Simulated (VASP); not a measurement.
B2SbAs:

```xyz
4
Lattice="3.5471 0.0000 0.0000 0.0000 3.5471 0.0000 0.0000 0.0000 5.0342" Properties=species:S:1:pos:R:3 pbc="T T T"
As    0.0000    0.0000    0.0000
B     0.0000    1.7735    3.8758
B     1.7735    0.0000    1.1584
Sb    1.7735    1.7735    2.5171
```

Program: VASP 6.6.1. Alike in all runs: task single point; no spin polarisation; cell as given; k mesh 4 × 4 × 4; smearing gaussian 0.01 eV.

Problem. Order these runs on this cell by their pressure, lowest first.
A. level PBE; potentials or basis VASP PAW PBE potentials, release 64 (As, B, Sb); cutoff (eV) 520
B. level r2SCAN; potentials or basis VASP PAW PBE potentials, release 64 (As, B, Sb); cutoff (eV) 520
C. level LDA; potentials or basis VASP PAW LDA potentials, release 64 (As, B, Sb); cutoff (eV) 500
D. level HSE06; potentials or basis VASP PAW PBE potentials, release 64 (As, B, Sb); cutoff (eV) 520; grid for exact exchange (PRECFOCK) Normal; screening parameter 0.2079 1/Å

Solution. C (-3.3 GPa), D (-1.7 GPa), B (0.5 GPa), A (2.3 GPa).

Caveats: all runs use coarse meshes; the PAW data sets were made with another functional, which shifts forces and pressure a little (some runs).
